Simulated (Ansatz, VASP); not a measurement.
# NbP: VASP beside Ansatz

```
Nb P
1.0
     0.00000    2.77055    2.77055
     2.77055    0.00000    2.77055
     2.77055    2.77055    0.00000
Nb P
1 1
Direct
  0.00000 0.00000 0.00000
  0.25000 0.25000 0.25000
```

Alike in both runs: task single point; functional PBEsol; k mesh 10 × 10 × 10; occupations gaussian, width 0.05 eV; no spin polarisation.

```csv
,VASP,Ansatz
version,VASP 6.6.1,Ansatz 0.2.0
potentials or method,"VASP PAW PBE potentials, release 64 (Nb_sv, P), cutoff 520 eV","scalar-relativistic, plane waves, PAW"
valence electrons in the cell,18,18
```

```tsv
	VASP	Ansatz	Ansatz less VASP
gap on the k mesh at the Fermi level (eV)	none	none	-
pressure (GPa)	-1.0	-0.9	+0.10
```

VASP's potentials were made for PBE, not for PBEsol. A gap of «none» marks a metal or a gap that the smearing closes.
